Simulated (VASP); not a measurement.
Set up this calculation in VASP 6.6.1, as the native input.

```yaml
Task: relaxation of shape and atoms at fixed volume
Functional: PBE
Potentials_or_basis: VASP PAW PBE potentials, release 64 (Au)
Cutoff: 600 eV
k_mesh: 14 × 14 × 10
Occupations: gaussian, width 0.1 eV
Spin: no spin polarisation
Dipole_correction: no
Further_INCAR_settings: ALGO = Fast; EDIFF = 1e-06; IBRION = 2; EDIFFG = -0.01; NSW = 50; ISIF = 4
```

The structure of Au lies in POSCAR:

```
Au
1.0
    2.8527162786     -0.0177479772      0.3664052021
   -0.0309038285      2.8508733627      0.3796366054
   -0.5023268184     -0.5228755924      3.8856323534
Au
2
Direct
    0.2500000000      0.2500000000      0.7500000000
    0.7500000000      0.7500000000      0.2500000000
```

This cell differs from its parent crystal: volume scaled by 0.91.

The input as run:

INCAR

```
  PREC = Accurate
  ENCUT = 600
  EDIFF = 1E-6
  ISMEAR = 0
  SIGMA = 0.1
  LREAL = False
  LASPH = True
  NELM = 100
  ALGO = Fast
  ISIF = 4
  LWAVE = False
  LCHARG = False
  GGA = PE
  IBRION = 2
  NSW = 50
  EDIFFG = -0.01
```

KPOINTS

```
Automatic mesh
0
Gamma
  14 14 10
```

Potentials or basis: VASP PAW PBE potentials, release 64 (Au).

Run with:

```bash
$ cat potpaw_PBE.64/Au/POTCAR > POTCAR
$ mpirun -np 1 vasp_std > vasp.out
```

Results of the run:

| Property | Result |
| --- | --- |
| Pressure after relaxing | 17.3 GPa |
| Band gap on the k mesh | zero (band 11 reaches 14.97 eV, above the bottom of band 12 at 7.40 eV) |

Caveat: the relaxation stopped at its first step, so nothing moved; spin-orbit coupling is left out, which moves the levels of the heavy elements.

It took 110 s on 1 thread of Oxide Virtual Turin-like Processor (shared host), peak memory 0.26 GiB.
